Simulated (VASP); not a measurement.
Wanted: the native input for a VASP 6.6.1 run.

```
Task                   : single point
Functional             : PBE
Potentials or basis    : VASP PAW PBE potentials, release 64 (Zr_sv, O)
Cutoff                 : 520 eV
k mesh                 : 6 × 6 × 6
Occupations            : gaussian, width 0.1 eV
Spin                   : no spin polarisation
Dipole correction      : no
Further INCAR settings : ALGO = Normal; EDIFF = 1e-07; NBANDS = 30
```

The structure of ZrO5 lies in POSCAR:

```
ZrO5
1.0
    3.7304645853      0.0000000024      0.0000000000
   -1.8652322948      3.2306770976      0.0000000000
    0.0000000000      0.0000000000      5.5973202835
Zr O
1 5
Direct
    0.0000000000      0.0000000000      0.0000000000
    0.5000000000      0.0000000000      0.5000000000
    0.5000000000      0.5000000000      0.5000000000
    0.0000000000      0.5000000000      0.5000000000
    0.3333333333      0.6666666667      0.0000000000
    0.6666666667      0.3333333333      0.0000000000
```

The cell was generated, and may not be a known phase.

One way to write it, as run:

INCAR

```
SYSTEM = ZrO5
ALGO = Normal ; EDIFF = 1E-7
ENCUT = 520 ; GGA = PE
ISIF = 2 ; ISMEAR = 0
LASPH = .True. ; LCHARG = .True.
LELF = .True. ; LREAL = .False.
LVHAR = .True. ; LWAVE = .False.
NBANDS = 30 ; NELM = 80
PREC = Accurate ; SIGMA = 0.1
```

KPOINTS

```
k-points
0
Gamma
  6 6 6
  0 0 0
```

Potentials or basis: VASP PAW PBE potentials, release 64 (Zr_sv, O).

Command:

```bash
$ cat potpaw_PBE.64/Zr_sv/POTCAR potpaw_PBE.64/O/POTCAR > POTCAR
$ mpirun -np 1 vasp_std > vasp.out
```

It gave:

```
Pressure               : 0.1 GPa
Band gap on the k mesh : zero (bands 21 and 22 overlap by 1.36 eV)
```

Run time: 2.3 min on 1 thread of Intel Xeon 8259CL, with other jobs on the host, peak memory 0.2 GiB.
